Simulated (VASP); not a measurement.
# Co (P6_3/mmc) in VASP: further runs

Runs on Co. Level: r2SCAN. Tasks: single point.

All numbers are computed with VASP 6.6.1; they aren't measurements. Logs are shortened: lines on timing, memory, paths and dates and some standing lists are left out, and cuts for length are marked.

## (1) The cell of the first run

Symmetry: P6_3/mmc, No. 194, hexagonal system. The conventional cell has a = 2.473 Å, b = 2.473 Å, c = 4.014 Å, α = 90.00°, β = 90.00°, γ = 120.00°. Within 3.3 Å of Co (site symmetry -6m2) lie 12 Co at 2.46 to 2.47 Å.

## (2) Single point, r2SCAN, collinear spin, antiferromagnetic start

File POSCAR:

```
Co
1.0
    2.4726832989      0.0000000000      0.0000000000
   -1.2363416495      2.1414065524      0.0000000000
    0.0000000000      0.0000000000      4.0144467266
Co
2
Direct
    0.3333333333      0.6666666667      0.7500000000
    0.6666666667      0.3333333333      0.2500000000
```

File INCAR.step1:

```
SYSTEM = Co
PREC = Accurate
ENCUT = 520
ISMEAR = 0
SIGMA = 0.05
LREAL = .FALSE.
LASPH = .TRUE.
NELM = 150
ISPIN = 2
MAGMOM = 1.5 -1.5
LMAXMIX = 4
NBANDS = 20
GGA = PE
ALGO = Normal
EDIFF = 1E-4
LWAVE = .TRUE.
LCHARG = .FALSE.
```

File INCAR.step2:

```
SYSTEM = Co
PREC = Accurate
ENCUT = 520
EDIFF = 1E-6
ISMEAR = 0
SIGMA = 0.05
LREAL = .FALSE.
LASPH = .TRUE.
NELM = 150
ALGO = Normal
ISIF = 2
LWAVE = .FALSE.
LCHARG = .FALSE.
ISPIN = 2
MAGMOM = 1.5 -1.5
LORBIT = 11
LMAXMIX = 4
METAGGA = R2SCAN
LMIXTAU = .TRUE.
NBANDS = 20
ISTART = 1
```

File KPOINTS:

```
Automatic mesh
0
G
  20 20 10
  0 0 0
```

Potentials or basis: VASP PAW PBE potentials, release 64 (Co).

Started as:

```sh
cat potpaw_PBE.64/Co/POTCAR > POTCAR
cp INCAR.step1 INCAR
mpirun -np 1 vasp_std > vasp.out
cp INCAR.step2 INCAR
mpirun -np 1 vasp_std > vasp.out
```

OUTCAR:

```text
SYSTEM = Co
   PREC = Accurate
   ENCUT = 520
   EDIFF = 1E-6
   ISMEAR = 0
   LREAL = .FALSE.
   LASPH = .TRUE.
   NELM = 150
   ISIF = 2
   ISPIN = 2
   LORBIT = 11
   METAGGA = R2SCAN
   ISTART = 1

 ion  position               nearest neighbor table
   1  0.333  0.667  0.750-   2 2.46   2 2.46   2 2.46   2 2.46   2 2.46   2 2.46
   2  0.667  0.333  0.250-   1 2.46   1 2.46   1 2.46   1 2.46   1 2.46   1 2.46

  LATTYP: Found a hexagonal cell.
 ALAT       =     2.4726832989
 C/A-ratio  =     1.6235183569

  Lattice vectors:

 A1 = (   2.4726832989,   0.0000000000,   0.0000000000)
 A2 = (  -1.2363416495,   2.1414065524,   0.0000000000)
 A3 = (   0.0000000000,   0.0000000000,   4.0144467266)

Analysis of symmetry for initial positions (statically):
=====================================================================
 Subroutine PRICEL returns:
 Original cell was already a primitive cell.

 Routine SETGRP: Setting up the symmetry group for a
 hexagonal supercell.

 Subroutine GETGRP returns: Found 24 space group operations
 (whereof 12 operations were pure point group operations)
 out of a pool of 24 trial point group operations.

The static configuration has the point symmetry D_3d.
 The point group associated with its full space group is D_6h.

Analysis of symmetry for dynamics (positions and initial velocities):
=====================================================================
 Subroutine PRICEL returns:
 Original cell was already a primitive cell.

 Routine SETGRP: Setting up the symmetry group for a
 hexagonal supercell.

 Subroutine GETGRP returns: Found 24 space group operations
 (whereof 12 operations were pure point group operations)
 out of a pool of 24 trial point group operations.

The dynamic configuration has the point symmetry D_3d.
 The point group associated with its full space group is D_6h.

Analysis of structural, dynamic, and magnetic symmetry:
=====================================================================
 Subroutine PRICEL returns:
 Original cell was already a primitive cell.

 Routine SETGRP: Setting up the symmetry group for a
 hexagonal supercell.

 Subroutine GETGRP returns: Found 24 space group operations
 (whereof 12 operations were pure point group operations)
 out of a pool of 24 trial point group operations.

The overall configuration has the point symmetry D_3d.
 The point group associated with its full space group is D_6h.

 Subroutine INISYM returns: Found 24 space group operations
 (whereof 12 operations are pure point group operations),
 and found     1 'primitive' translations

----------------------------------------------------------------------------------------

                                     Primitive cell

  volume of cell :      21.2566

  direct lattice vectors                    reciprocal lattice vectors
     2.472683299  0.000000000  0.000000000     0.404418957  0.233491394  0.000000000
    -1.236341649  2.141406552  0.000000000     0.000000000  0.466982787  0.000000000
     0.000000000  0.000000000  4.014446727     0.000000000  0.000000000  0.249100329

  length of vectors
     2.472683299  2.472683299  4.014446727     0.466982787  0.466982787  0.249100329

  position of ions in fractional coordinates (direct lattice)
     0.333333333  0.666666667  0.750000000
     0.666666667  0.333333333  0.250000000

  ion indices of the primitive-cell ions
   primitive index   ion index
                 1           1
                 2           2

----------------------------------------------------------------------------------------

 KPOINTS: Automatic mesh

Automatic generation of k-mesh.
 Grid dimensions read from file:
 generate k-points for:   20   20   10

 Generating k-lattice:

  Cartesian coordinates                     Fractional coordinates (reciprocal lattice)
     0.020220948  0.011674570  0.000000000     0.050000000  0.000000000  0.000000000
     0.000000000  0.023349139  0.000000000     0.000000000  0.050000000  0.000000000
     0.000000000  0.000000000  0.024910033     0.000000000  0.000000000  0.100000000

  Length of vectors
     0.023349139  0.023349139  0.024910033

  Shift w.r.t. Gamma in fractional coordinates (k-lattice)
     0.000000000  0.000000000  0.000000000

 Subroutine IBZKPT returns following result:
 ===========================================

 Found    264 irreducible k-points:

 Following reciprocal coordinates:
            Coordinates               Weight
  0.000000  0.000000  0.000000      1.000000
  0.050000  0.000000  0.000000      6.000000
  0.100000 -0.000000  0.000000      6.000000
  0.150000  0.000000  0.000000      6.000000
  0.200000 -0.000000  0.000000      6.000000
  0.250000  0.000000  0.000000      6.000000
[... 16 lines left out ...]
  0.200000  0.100000  0.000000     12.000000
  0.250000  0.100000  0.000000     12.000000
 [... further k-points ...]
   k-points           NKPTS =    264   k-points in BZ     NKDIM =    264   number of bands    NBANDS=     20
   number of dos      NEDOS =    301   number of ions     NIONS =      2
   total plane-waves  NPLWV =   9720
   dimension x,y,z NGX =    18 NGY =   18 NGZ =   30
   dimension x,y,z NGXF=    36 NGYF=   36 NGZF=   60
   ions per type =               2
   NGX,Y,Z   is equivalent  to a cutoff of  12.10, 12.10, 12.42 a.u.
   NGXF,Y,Z  is equivalent  to a cutoff of  24.20, 24.20, 24.85 a.u.
 SYSTEM =  Co
   PREC   = accura    normal or accurate (medium, high low for compatibility)
   ISTART =      1    job   : 0-new  1-cont  2-samecut
   ICHARG =      0    charge: 1-file 2-atom 10-const
   ISPIN  =      2    spin polarized calculation?
   LNONCOLLINEAR =      F non collinear calculations
   LSORBIT =      F    spin-orbit coupling
   LASPH  =      T    aspherical Exc in radial PAW
   ENCUT  =  520.0 eV  38.22 Ry    6.18 a.u.   4.60  4.60  7.46*2*pi/ulx,y,z
   NELM   =    150;   NELMIN=  2; NELMDL=  0     # of ELM steps
   EDIFF  = 0.1E-05   stopping-criterion for ELM
   LREAL  =      F    real-space projection
   EDIFFG = 0.1E-04   stopping-criterion for IOM
   NSW    =      0    number of steps for IOM
   IBRION =     -1    ionic relax: 0-MD 1-quasi-New 2-CG
   NFREE  =      0    steps in history (QN), initial steepest desc. (CG)
   ISIF   =      2    stress and relaxation
   ISYM   =      2    0-nonsym 1-usesym 2-fastsym
   POTIM  = 0.5000    time-step for ionic-motion
   TEBEG  =    0.0;   TEEND  =   0.0 temperature during run
   PSTRESS=    0.0 pullay stress
   NELECT =      18.0000    total number of electrons
   NUPDOWN=      -1.0000    fix difference up-down
   EMIN   =  10.00;   EMAX   =-10.00  energy-range for DOS
   EFERMI =   0.00;   METHOD = LEGACY
   ISMEAR =     0;   SIGMA  =   0.05  broadening in eV -4-tet -1-fermi 0-gaus
   EFERMI_NEDOS =   21; number of points for ismear=-14 and -15
   IALGO  =     38    algorithm
   IMIX   =      4    mixing-type and parameters
     AMIX     =   0.40;   BMIX     =  1.00
     AMIX_MAG =   1.60;   BMIX_MAG =  1.00
  volume/ion in A,a.u.               =      10.63        71.72
  Fermi-wavevector in a.u.,A,eV,Ry     =   1.548821  2.926847 32.638287  2.398846
  Thomas-Fermi vector in A             =   2.653716
   LORBIT       =     11    0 simple, 1 ext, 2 COOP (PROOUT), +10 PAW based schemes
   METAGGA = R2SCAN    functional components
   LHFCALC =     F    Hartree Fock is set to
   AEXX    =    0.0000 exact exchange contribution
   IVDW    =     0    specifies the selected vdW correction
   LEPSILON=     F    determine dielectric tensor
   LRPA    =     F    only Hartree local field effects (RPA)
 spin polarized calculation
 Gauss-broadening in eV      SIGMA  =   0.05
  energy-cutoff  :      520.00
  volume of cell :       21.26
 maximum number of plane-waves:       588
   NGX =  9   NGY =  9   NGZ = 15

 number of electron      17.9999987 magnetization       0.0000000

 number of electron      17.9999987 magnetization      -0.0000000

 Free energy of the ion-electron system (eV)
  ---------------------------------------------------
  ext. energy  EPLUGINS =         0.00000000
  ---------------------------------------------------
  free energy    TOTEN  =       -25.79047101 eV

  energy without entropy =      -25.78738822  energy(sigma->0) =      -25.78892961

 E-fermi :  10.6617     XC(G=0): -14.7919

 val. band max:       10.6583654260   @ k =   0.4000   0.1000   0.3000
 cond. band min:      10.6659224358   @ k =   0.3000   0.1500   0.5000
 fundamental gap:      0.0075570098
 Fermi energy:        10.6616695534

 spin component 1

 k-point     1 :       0.0000    0.0000    0.0000
  band No.  band energies     occupation
      1       0.8772      1.00000
      2       5.2423      1.00000
      3       7.5952      1.00000
      4       7.5953      1.00000
      5       8.1741      1.00000
      6       8.1741      1.00000
[... 12 lines left out ...]
     19      37.9224      0.00000
     20      37.9224      0.00000
[... 507 lines left out ...]
 k-point    24 :       0.2500    0.1000    0.0000
  band No.  band energies     occupation
      1       4.0480      1.00000
      2       6.2114      1.00000
      3       6.2767      1.00000
      4       7.1156      1.00000
      5       7.6554      1.00000
      6       8.6660      1.00000
[... 12 lines left out ...]
     19      36.3601      0.00000
     20      37.4072      0.00000

 [... further k-points ...]

 spin component 2

 k-point     1 :       0.0000    0.0000    0.0000
  band No.  band energies     occupation
      1       0.8772      1.00000
      2       5.2423      1.00000
      3       7.5952      1.00000
      4       7.5953      1.00000
      5       8.1741      1.00000
      6       8.1741      1.00000
[... 12 lines left out ...]
     19      37.9224      0.00000
     20      37.9224      0.00000
[... 507 lines left out ...]
 k-point    24 :       0.2500    0.1000    0.0000
  band No.  band energies     occupation
      1       4.0480      1.00000
      2       6.2114      1.00000
      3       6.2767      1.00000
      4       7.1156      1.00000
      5       7.6554      1.00000
      6       8.6660      1.00000
[... 12 lines left out ...]
     19      36.3601      0.00000
     20      37.4072      0.00000

 [... further k-points ...]

------------------------ aborting loop because EDIFF is reached ----------------------------------------

  FORCE on cell =-STRESS in cart. coord.  units (eV):
  Direction    XX          YY          ZZ          XY          YZ          ZX
  --------------------------------------------------------------------------------------
  -------------------------------------------------------------------------------------
  Total       -0.4797260     -0.4797260      3.2435391      0.0000000     -0.0000000      0.0000000
  in kB      -36.1585081    -36.1585081    244.4760932      0.0000000     -0.0000000      0.0000000
  external PRESSURE =      57.3863590 kB  Pullay stress =       0.0000000 kB

 VOLUME and BASIS-vectors are now :
 -----------------------------------------------------------------------------
  energy-cutoff  :      520.00
  volume of cell :       21.26
      direct lattice vectors                 reciprocal lattice vectors
     2.472683299  0.000000000  0.000000000     0.404418957  0.233491394  0.000000000
    -1.236341649  2.141406552  0.000000000     0.000000000  0.466982787  0.000000000
     0.000000000  0.000000000  4.014446727     0.000000000  0.000000000  0.249100329

 POSITION                                       TOTAL-FORCE (eV/Angst)
 -----------------------------------------------------------------------------------
     -0.00000      1.42760      3.01084        -0.000000     -0.000000      0.000000
      1.23634      0.71380      1.00361         0.000000      0.000000      0.000000
 -----------------------------------------------------------------------------------
    total drift:                                0.000000     -0.000000     -0.000000

  FREE ENERGIE OF THE ION-ELECTRON SYSTEM (eV)
  ---------------------------------------------------
  free  energy   TOTEN  =       -25.7904710053 eV

  energy  without entropy=      -25.7873882177  energy(sigma->0) =      -25.78892961

 total charge

# of ion       s       p       d       tot
------------------------------------------
    1        0.523   0.597   7.218   8.338
    2        0.523   0.597   7.218   8.338
--------------------------------------------------
tot          1.045   1.195  14.436  16.677

 magnetization (x)

# of ion       s       p       d       tot
------------------------------------------
    1        0.004   0.013   1.700   1.717
    2       -0.004  -0.013  -1.700  -1.717
--------------------------------------------------
tot          0.000   0.000   0.000   0.000
```

Wall time 6.7 min (1 thread of Intel Xeon 6975P-C (Granite Rapids), shared host); peak memory 0.26 GiB.

What came out:

| Item | Value |
| --- | --- |
| Free energy | -25.7905 eV |
| Pressure | 5.7 GPa |
| Band gap on the k mesh | zero (filled and empty bands overlap) |
| Net moment | 0.00 μB per cell |
| Site moments | Co +1.72, -1.72 μB |
| Valence electrons inside the program's atomic spheres | Co 8.34 |

Stress tensor (GPa, compression positive):
```
-3.62  0.00  0.00
 0.00 -3.62  0.00
 0.00  0.00 24.45
```

Caveat: the cell stands under pressure; the PAW data sets were made with another functional, which shifts forces and pressure a little.

## (3) Single point, r2SCAN, collinear spin, ferromagnetic start

POSCAR is that of step 2.

File INCAR.step1:

```
PREC = Accurate
ENCUT = 520
ISMEAR = 0
SIGMA = 0.05
LREAL = F
LASPH = T
NELM = 150
ISPIN = 2
MAGMOM = 0.5 0.5
LMAXMIX = 4
NBANDS = 20
GGA = PE
ALGO = Normal
EDIFF = 1E-4
LWAVE = T
LCHARG = F
```

File INCAR.step2:

```
PREC = Accurate
ENCUT = 520
EDIFF = 1E-6
ISMEAR = 0
SIGMA = 0.05
LREAL = F
LASPH = T
NELM = 150
ALGO = Normal
ISIF = 2
LWAVE = F
LCHARG = F
ISPIN = 2
MAGMOM = 0.5 0.5
LORBIT = 11
LMAXMIX = 4
METAGGA = R2SCAN
LMIXTAU = T
NBANDS = 20
ISTART = 1
```

File KPOINTS:

```
regular mesh
0
Gamma
  20 20 10
```

Potentials or basis: VASP PAW PBE potentials, release 64 (Co).

Started as:

```sh
cat potpaw_PBE.64/Co/POTCAR > POTCAR
cp INCAR.step1 INCAR
mpirun -np 1 vasp_std > vasp.out
cp INCAR.step2 INCAR
mpirun -np 1 vasp_std > vasp.out
```

Run time: 5.5 min. Hardware: 1 thread of Intel Xeon 6975P-C (Granite Rapids), shared host; peak memory 0.26 GiB.

Results (log left out):

```
Free energy                                           : -26.4141 eV
Pressure                                              : -0.1 GPa
Net moment                                            : 3.49 μB per cell
Site moments                                          : Co +1.81 μB
Valence electrons inside the program's atomic spheres : Co 8.34
```

Stress tensor (GPa, compression positive):
```
-0.01  0.00  0.00
 0.00 -0.01  0.00
 0.00  0.00 -0.20
```

Levels at points of the mesh, in eV from the Fermi level:
Spin up:
| k point | band 8 | band 9 | band 10 | band 11 | band 12 | band 13 | band 14 | band 15 |
| --- | --- | --- | --- | --- | --- | --- | --- | --- |
| (0.00, 0.00, 0.00) | -2.72 | -2.72 | -1.61 | -1.61 | -0.28 | 6.31 | 22.92 | 25.72 |
| (0.50, 0.00, 0.00) | -1.44 | -1.39 | -1.29 | 0.94 | 3.16 | 9.92 | 10.70 | 12.92 |
| (0.00, 0.00, 0.50) | -3.45 | -1.92 | -1.92 | -1.92 | -1.92 | 15.42 | 15.42 | 23.71 |
| (0.50, 0.00, 0.50) | -1.75 | -1.35 | -1.35 | 1.46 | 1.46 | 7.32 | 7.32 | 19.17 |
Spin down:
```tsv
k point	band 3	band 4	band 5	band 6	band 7	band 8	band 9	band 10	band 11	band 12
(0.00, 0.00, 0.00)	-0.98	-0.90	-0.90	-0.82	-0.50	-0.50	0.00	0.00	1.30	1.31
(0.50, 0.00, 0.00)	-3.53	-2.35	-1.09	-1.03	-0.62	1.43	1.58	1.60	2.68	4.47
(0.00, 0.00, 0.50)	-1.67	-1.67	-0.96	-0.96	-0.96	-0.96	0.94	0.94	0.94	0.94
(0.50, 0.00, 0.50)	-2.58	-2.58	0.03	0.03	0.10	0.10	1.54	1.54	2.22	2.22
```

Caveat: the PAW data sets were made with another functional, which shifts forces and pressure a little.
